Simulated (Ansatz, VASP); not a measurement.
**Mg2Ge3N in VASP and in Ansatz**

```
Mg Ge N
1.0
     3.57389    0.00000    0.00000
     0.00000    3.57389    0.00000
     0.00000    0.00000    7.88815
Mg Ge N
2 3 1
Direct
  0.00000 0.50000 0.73650
  0.50000 0.00000 0.26350
  0.50000 0.50000 0.00000
  0.00000 0.50000 0.38350
  0.50000 0.00000 0.61650
  0.00000 0.00000 0.00000
```

Change from the starting cell: species swapped into the Zr2CuSb3 type (P-4m2, No. 115).

Alike in both runs: task relaxation of cell and atoms; functional PBE; k mesh 6 × 6 × 2; occupations gaussian, width 0.1 eV; no spin polarisation.

|  | VASP | Ansatz |
| --- | --- | --- |
| version | VASP 6.6.1 | Ansatz 0.2.0 |
| potentials or method | VASP PAW PBE potentials, release 64 (Mg, Ge_d, N), cutoff 600 eV | scalar-relativistic, plane waves, PAW |
| valence electrons in the cell | 51 | 67 |

VASP gave:

```
gap on the k mesh at the Fermi level, each at its own relaxed structure (eV) : none
relaxed volume (Å³/atom)                                                     : 16.82
relaxed length of the cell vector where the two differ most in proportion (Å)              : 9.228
```

**Question.** Estimate Ansatz's values.

**Answer.** gap on the k mesh at the Fermi level, each at its own relaxed structure (eV): none; relaxed volume (Å³/atom): 16.86; relaxed length of the cell vector where the two differ most in proportion (Å): 9.250.

A gap of «none» marks a metal or a gap that the smearing closes. VASP's potentials hold 51 valence electrons a cell and Ansatz's 67, so a difference there can come from the potentials and not from the codes.

The k mesh is coarse, so the values compare programs but aren't converged.
